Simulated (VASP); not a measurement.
# K (P6_3/mmc) in VASP: further runs

Runs on K. Level: r2SCAN+D4. Tasks: single point.

Everything below comes from runs of VASP 6.6.1. Logs are shortened: lines on timing, memory, paths and dates and some standing lists are left out, and cuts for length are marked.

## Step 1: The cell of the first run

It takes space group P6_3/mmc (No. 194, hexagonal). The conventional cell has a = 4.762 Å, b = 4.762 Å, c = 7.830 Å, α = 90.00°, β = 90.00°, γ = 120.00°.

This isn't the form of K at room conditions, which is bcc.

## Step 2: Single point, r2SCAN+D4

File POSCAR:

```
K
1.0
    4.7623960200      0.0000000000      0.0000000000
   -2.3811980100      4.1243559400      0.0000000000
    0.0000000000      0.0000000000      7.8299713200
K
2
Direct
    0.3333333333      0.6666666667      0.2500000000
    0.6666666667      0.3333333333      0.7500000000
```

File INCAR.step1:

```
PREC = Accurate ; ENCUT = 520
ISMEAR = 1 ; SIGMA = 0.15
LREAL = F ; LASPH = T
NELM = 100 ; NBANDS = 16
GGA = PE ; ALGO = Normal
EDIFF = 1E-4 ; LWAVE = T
LCHARG = F
```

File INCAR.step2:

```
PREC = Accurate ; ENCUT = 520
EDIFF = 1E-6 ; ISMEAR = 1
SIGMA = 0.15 ; LREAL = F
LASPH = T ; NELM = 100
ALGO = Normal ; ISIF = 2
LWAVE = F ; LCHARG = T
METAGGA = R2SCAN ; LMIXTAU = T
IVDW = 13 ; VDW_S6 = 1.0
VDW_S8 = 0.6018749 ; VDW_A1 = 0.51559235
VDW_A2 = 5.77342911 ; LELF = T
LVHAR = T ; NBANDS = 16
ISTART = 1
```

File KPOINTS:

```
Automatic mesh
0
Gamma
  4 4 4
```

Potentials or basis: VASP PAW PBE potentials, release 64 (K_sv).

On the command line:

```
> cat potpaw_PBE.64/K_sv/POTCAR > POTCAR
> cp INCAR.step1 INCAR
> mpirun -np 1 vasp_std > vasp.out
> cp INCAR.step2 INCAR
> mpirun -np 1 vasp_std > vasp.out
```

OUTCAR:

```text
PREC = Accurate
   ENCUT = 520
   EDIFF = 1E-6
   ISMEAR = 1
   LREAL = F
   LASPH = T
   NELM = 100
   ISIF = 2
   METAGGA = R2SCAN
   IVDW = 13
   ISTART = 1

 ion  position               nearest neighbor table
   1  0.333  0.667  0.250-
   2  0.667  0.333  0.750-

  LATTYP: Found a hexagonal cell.
 ALAT       =     4.7623960200
 C/A-ratio  =     1.6441243624

  Lattice vectors:

 A1 = (   4.7623960200,   0.0000000000,   0.0000000000)
 A2 = (  -2.3811980100,   4.1243559400,   0.0000000000)
 A3 = (   0.0000000000,   0.0000000000,   7.8299713200)

Analysis of symmetry for initial positions (statically):
=====================================================================
 Subroutine PRICEL returns:
 Original cell was already a primitive cell.

 Routine SETGRP: Setting up the symmetry group for a
 hexagonal supercell.

 Subroutine GETGRP returns: Found 24 space group operations
 (whereof 12 operations were pure point group operations)
 out of a pool of 24 trial point group operations.

The static configuration has the point symmetry D_3d.
 The point group associated with its full space group is D_6h.

Analysis of symmetry for dynamics (positions and initial velocities):
=====================================================================
 Subroutine PRICEL returns:
 Original cell was already a primitive cell.

 Routine SETGRP: Setting up the symmetry group for a
 hexagonal supercell.

 Subroutine GETGRP returns: Found 24 space group operations
 (whereof 12 operations were pure point group operations)
 out of a pool of 24 trial point group operations.

The dynamic configuration has the point symmetry D_3d.
 The point group associated with its full space group is D_6h.

 Subroutine INISYM returns: Found 24 space group operations
 (whereof 12 operations are pure point group operations),
 and found     1 'primitive' translations

----------------------------------------------------------------------------------------

                                     Primitive cell

  volume of cell :     153.7949

  direct lattice vectors                    reciprocal lattice vectors
     4.762396020  0.000000000  0.000000000     0.209978338  0.121231050  0.000000000
    -2.381198010  4.124355940  0.000000000     0.000000000  0.242462099  0.000000000
     0.000000000  0.000000000  7.829971320     0.000000000  0.000000000  0.127714389

  length of vectors
     4.762396020  4.762396023  7.829971320     0.242462100  0.242462099  0.127714389

  position of ions in fractional coordinates (direct lattice)
     0.333333333  0.666666667  0.250000000
     0.666666667  0.333333333  0.750000000

  ion indices of the primitive-cell ions
   primitive index   ion index
                 1           1
                 2           2

----------------------------------------------------------------------------------------

 KPOINTS: Automatic mesh

Automatic generation of k-mesh.
 Grid dimensions read from file:
 generate k-points for:    4    4    4

 Generating k-lattice:

  Cartesian coordinates                     Fractional coordinates (reciprocal lattice)
     0.052494584  0.030307762  0.000000000     0.250000000  0.000000000  0.000000000
     0.000000000  0.060615525  0.000000000     0.000000000  0.250000000  0.000000000
     0.000000000  0.000000000  0.031928597     0.000000000  0.000000000  0.250000000

  Length of vectors
     0.060615525  0.060615525  0.031928597

  Shift w.r.t. Gamma in fractional coordinates (k-lattice)
     0.000000000  0.000000000  0.000000000

 Subroutine IBZKPT returns following result:
 ===========================================

 Found     12 irreducible k-points:

 Following reciprocal coordinates:
            Coordinates               Weight
  0.000000  0.000000  0.000000      1.000000
  0.250000 -0.000000  0.000000      6.000000
  0.500000 -0.000000  0.000000      3.000000
  0.250000  0.250000  0.000000      6.000000
  0.000000  0.000000  0.250000      2.000000
  0.250000 -0.000000  0.250000     12.000000
  0.500000 -0.000000  0.250000      6.000000
  0.250000  0.250000  0.250000     12.000000
  0.000000  0.000000  0.500000      1.000000
  0.250000 -0.000000  0.500000      6.000000
  0.500000 -0.000000  0.500000      3.000000
  0.250000  0.250000  0.500000      6.000000
   k-points           NKPTS =     12   k-points in BZ     NKDIM =     12   number of bands    NBANDS=     16
   number of dos      NEDOS =    301   number of ions     NIONS =      2
   total plane-waves  NPLWV =  77760
   dimension x,y,z NGX =    36 NGY =   36 NGZ =   60
   dimension x,y,z NGXF=    72 NGYF=   72 NGZF=  120
   ions per type =               2
   NGX,Y,Z   is equivalent  to a cutoff of  12.57, 12.57, 12.74 a.u.
   NGXF,Y,Z  is equivalent  to a cutoff of  25.13, 25.13, 25.48 a.u.
 SYSTEM =  unknown system
   PREC   = accura    normal or accurate (medium, high low for compatibility)
   ISTART =      1    job   : 0-new  1-cont  2-samecut
   ICHARG =      0    charge: 1-file 2-atom 10-const
   ISPIN  =      1    spin polarized calculation?
   LNONCOLLINEAR =      F non collinear calculations
   LSORBIT =      F    spin-orbit coupling
   LASPH  =      T    aspherical Exc in radial PAW
   ENCUT  =  520.0 eV  38.22 Ry    6.18 a.u.   8.85  8.85 14.56*2*pi/ulx,y,z
   NELM   =    100;   NELMIN=  2; NELMDL=  0     # of ELM steps
   EDIFF  = 0.1E-05   stopping-criterion for ELM
   LREAL  =      F    real-space projection
   EDIFFG = 0.1E-04   stopping-criterion for IOM
   NSW    =      0    number of steps for IOM
   IBRION =     -1    ionic relax: 0-MD 1-quasi-New 2-CG
   NFREE  =      0    steps in history (QN), initial steepest desc. (CG)
   ISIF   =      2    stress and relaxation
   ISYM   =      2    0-nonsym 1-usesym 2-fastsym
   POTIM  = 0.5000    time-step for ionic-motion
   TEBEG  =    0.0;   TEEND  =   0.0 temperature during run
   PSTRESS=    0.0 pullay stress
   NELECT =      18.0000    total number of electrons
   NUPDOWN=      -1.0000    fix difference up-down
   EMIN   =  10.00;   EMAX   =-10.00  energy-range for DOS
   EFERMI =   0.00;   METHOD = LEGACY
   ISMEAR =     1;   SIGMA  =   0.15  broadening in eV -4-tet -1-fermi 0-gaus
   EFERMI_NEDOS =   21; number of points for ismear=-14 and -15
   IALGO  =     38    algorithm
   IMIX   =      4    mixing-type and parameters
     AMIX     =   0.40;   BMIX     =  1.00
     AMIX_MAG =   1.60;   BMIX_MAG =  1.00
  volume/ion in A,a.u.               =      76.90       518.93
  Fermi-wavevector in a.u.,A,eV,Ry     =   0.800790  1.513273  8.724925  0.641264
  Thomas-Fermi vector in A             =   1.908153
   LORBIT       =      0    0 simple, 1 ext, 2 COOP (PROOUT), +10 PAW based schemes
   METAGGA = R2SCAN    functional components
   LHFCALC =     F    Hartree Fock is set to
   AEXX    =    0.0000 exact exchange contribution
   IVDW    =    13    specifies the selected vdW correction
   LEPSILON=     F    determine dielectric tensor
   LRPA    =     F    only Hartree local field effects (RPA)
 non-spin polarized calculation
 Methfessel and Paxton  Order N= 1 SIGMA  =   0.15
  energy-cutoff  :      520.00
  volume of cell :      153.79
 maximum number of plane-waves:      4170
 NGX is ok and might be reduce to    36

 number of electron      18.0000001 magnetization

 Free energy of the ion-electron system (eV)
  ---------------------------------------------------
  ext. energy  EPLUGINS =         0.00000000
  ---------------------------------------------------
  free energy    TOTEN  =       -11.97201186 eV

  energy without entropy =      -11.97226736  energy(sigma->0) =      -11.97209702

 E-fermi :  -0.1941     XC(G=0):  -5.7981

 val. band max:       -0.2381571450   @ k =   0.2500  -0.0000   0.2500
 cond. band min:       0.0364850921   @ k =   0.5000  -0.0000   0.0000
 fundamental gap:      0.2746422371
 Fermi energy:        -0.1941364720

 k-point     1 :       0.0000    0.0000    0.0000
  band No.  band energies     occupation
      1     -33.8404      2.00000
      2     -33.8373      2.00000
      3     -16.5721      2.00000
      4     -16.5230      2.00000
      5     -16.5230      2.00000
      6     -16.5153      2.00000
[... 8 lines left out ...]
     15       4.7350      0.00000
     16       4.7350      0.00000

 k-point     2 :       0.2500   -0.0000    0.0000
  band No.  band energies     occupation
      1     -33.8389      2.00000
      2     -33.8366      2.00000
      3     -16.5615      2.00000
      4     -16.5459      2.00000
      5     -16.5382      2.00000
      6     -16.5299      2.00000
[... 8 lines left out ...]
     15       4.6056      0.00000
     16       4.6147      0.00000

 k-point     3 :       0.5000   -0.0000    0.0000
  band No.  band energies     occupation
      1     -33.8372      2.00000
      2     -33.8362      2.00000
      3     -16.5692      2.00000
      4     -16.5603      2.00000
      5     -16.5463      2.00000
      6     -16.5365      2.00000
[... 8 lines left out ...]
     15       4.2289      0.00000
     16       5.0809      0.00000

 k-point     4 :       0.2500    0.2500    0.0000
  band No.  band energies     occupation
      1     -33.8372      2.00000
      2     -33.8361      2.00000
      3     -16.5592      2.00000
      4     -16.5554      2.00000
      5     -16.5464      2.00000
      6     -16.5415      2.00000
[... 8 lines left out ...]
     15       3.1453      0.00000
     16       4.3804      0.00000
[... 96 lines left out ...]
 k-point    10 :       0.2500   -0.0000    0.5000
  band No.  band energies     occupation
      1     -33.8377      2.00000
      2     -33.8377      2.00000
      3     -16.5524      2.00000
      4     -16.5524      2.00000
      5     -16.5298      2.00000
      6     -16.5298      2.00000
[... 8 lines left out ...]
     15       4.5351      0.00000
     16       4.5351      0.00000

 k-point    11 :       0.5000   -0.0000    0.5000
  band No.  band energies     occupation
      1     -33.8367      2.00000
      2     -33.8367      2.00000
      3     -16.5717      2.00000
      4     -16.5717      2.00000
      5     -16.5301      2.00000
      6     -16.5301      2.00000
[... 8 lines left out ...]
     15       4.5501      0.00000
     16       4.5501      0.00000

 k-point    12 :       0.2500    0.2500    0.5000
  band No.  band energies     occupation
      1     -33.8367      2.00000
      2     -33.8367      2.00000
      3     -16.5636      2.00000
      4     -16.5636      2.00000
      5     -16.5419      2.00000
      6     -16.5419      2.00000
[... 8 lines left out ...]
     15       4.3621      0.00000
     16       4.3621      0.00000

------------------------ aborting loop because EDIFF is reached ----------------------------------------

  DFT-D4 for vdW energy calculation

  Edisp (eV):   -0.03986

  FORCE on cell =-STRESS in cart. coord.  units (eV):
  Direction    XX          YY          ZZ          XY          YZ          ZX
  --------------------------------------------------------------------------------------
  -------------------------------------------------------------------------------------
  Total      -0.06288    -0.06288     0.01440     0.00000     0.00000     0.00000
  in kB      -0.65505    -0.65505     0.15002     0.00000     0.00000     0.00000
  external pressure =       -0.39 kB  Pullay stress =        0.00 kB

 VOLUME and BASIS-vectors are now :
 -----------------------------------------------------------------------------
  energy-cutoff  :      520.00
  volume of cell :      153.79
      direct lattice vectors                 reciprocal lattice vectors
     4.762396020  0.000000000  0.000000000     0.209978338  0.121231050  0.000000000
    -2.381198010  4.124355940  0.000000000     0.000000000  0.242462099  0.000000000
     0.000000000  0.000000000  7.829971320     0.000000000  0.000000000  0.127714389

 POSITION                                       TOTAL-FORCE (eV/Angst)
 -----------------------------------------------------------------------------------
     -0.00000      2.74957      1.95749         0.000000     -0.000000      0.000000
      2.38120      1.37479      5.87248        -0.000000      0.000000     -0.000000
 -----------------------------------------------------------------------------------
    total drift:                               -0.000000      0.000000     -0.000000

  FREE ENERGIE OF THE ION-ELECTRON SYSTEM (eV)
  ---------------------------------------------------
  free  energy   TOTEN  =       -12.0118761681 eV

  energy  without entropy=      -12.0121316697  energy(sigma->0) =      -12.01196134
```

Run time: 1.8 min. Hardware: 1 thread of Intel Xeon Platinum 8375C at 2.90GHz (Ice Lake), shared host; peak memory 0.29 GiB.

What came out:

- Free energy: -12.0119 eV
- Pressure: 0.0 GPa
- Band gap on the k mesh: zero (bands 9 and 10 overlap by 2.22 eV)
- Dispersion energy per atom: -0.020 eV

Caveat: the k points lie up to 0.38 Å⁻¹ apart, too coarse for converged energies and pressures of a metal; the PAW data sets were made with another functional, which shifts forces and pressure a little.

## Step 3: Single point, r2SCAN+D4

This run uses another cell than the first one: it holds 4 atoms, not 2.

File POSCAR:

```
K
1.0
    4.7623960222      0.0000000000      0.0000000000
   -2.3811980111      4.1243559381      0.0000000000
    0.0000000000      0.0000000000     15.6599426400
K
4
Direct
    0.3333333333      0.6666666667      0.1250000000
    0.6666666667      0.3333333333      0.3750000000
    0.3333333333      0.6666666667      0.6250000000
    0.6666666667      0.3333333333      0.8750000000
```

File INCAR.step1:

```
ALGO     = Normal         # electronic algorithm
EDIFF    = 1E-5           # SCF threshold, eV
ENCUT    = 550            # plane-wave cutoff, eV
GGA      = PE             # functional
GGA_COMPAT= False        
ISMEAR   = 1              # smearing method
LASPH    = True           # aspherical terms in the spheres
LCHARG   = False          # write CHGCAR
LREAL    = False          # projectors in reciprocal space
LWAVE    = True           # write WAVECAR
NBANDS   = 26             # bands
NELM     = 120            # most SCF steps
PREC     = Accurate       # precision mode
SIGMA    = 0.15           # smearing width, eV
```

File INCAR.step2:

```
ALGO     = Normal         # electronic algorithm
EDIFF    = 1E-6           # SCF threshold, eV
ENCUT    = 550            # plane-wave cutoff, eV
GGA_COMPAT= False        
ISIF     = 2              # what is computed and relaxed
ISMEAR   = 1              # smearing method
ISTART   = 1            
IVDW     = 13             # dispersion correction
LASPH    = True           # aspherical terms in the spheres
LCHARG   = False          # write CHGCAR
LMIXTAU  = True         
LREAL    = False          # projectors in reciprocal space
LWAVE    = False          # write WAVECAR
METAGGA  = R2SCAN         # meta-GGA
NBANDS   = 26             # bands
NELM     = 120            # most SCF steps
PREC     = Accurate       # precision mode
SIGMA    = 0.15           # smearing width, eV
VDW_A1   = 0.51559235   
VDW_A2   = 5.77342911   
VDW_S6   = 1.0          
VDW_S8   = 0.6018749
```

File KPOINTS:

```
k-points
0
Gamma
  4 4 2
```

Potentials or basis: VASP PAW PBE potentials, release 64 (K_sv).

On the command line:

```
> cat potpaw_PBE.64/K_sv/POTCAR > POTCAR
> cp INCAR.step1 INCAR
> mpirun -np 1 vasp_std > vasp.out
> cp INCAR.step2 INCAR
> mpirun -np 1 vasp_std > vasp.out
```

Wall time 4.7 min (1 thread of Intel Xeon Platinum 8259CL at 2.50GHz (Skylake/Cascade Lake), shared host); peak memory 0.42 GiB.

Results (log left out):

```yaml
Free_energy: -24.0260 eV
Pressure: 0.0 GPa
Band_gap_on_the_k_mesh: zero (bands 18 and 19 overlap by 1.85 eV)
Dispersion_energy_per_atom: -0.020 eV
```

Stress tensor (GPa, compression positive):
```
-0.05  0.00  0.00
 0.00 -0.05  0.00
 0.00  0.00  0.03
```

Levels at points of the mesh, in eV from the Fermi level:
```tsv
k point	band 14	band 15	band 16	band 17	band 18	band 19	band 20	band 21	band 22	band 23
(0.00, 0.00, 0.00)	-16.32	-16.32	-16.32	-2.21	-1.48	-1.48	0.47	0.48	2.97	2.97
(0.50, 0.00, 0.00)	-16.34	-16.34	-16.33	0.23	0.24	0.74	0.74	0.90	0.90	1.78
(0.00, 0.00, 0.50)	-16.32	-16.32	-16.32	-2.02	-2.02	-0.62	-0.62	1.71	1.71	4.08
(0.50, 0.00, 0.50)	-16.33	-16.33	-16.33	0.37	0.37	0.40	0.40	1.33	1.33	1.59
```

Caveat: the k points lie up to 0.38 Å⁻¹ apart, too coarse for converged energies and pressures of a metal; the PAW data sets were made with another functional, which shifts forces and pressure a little.
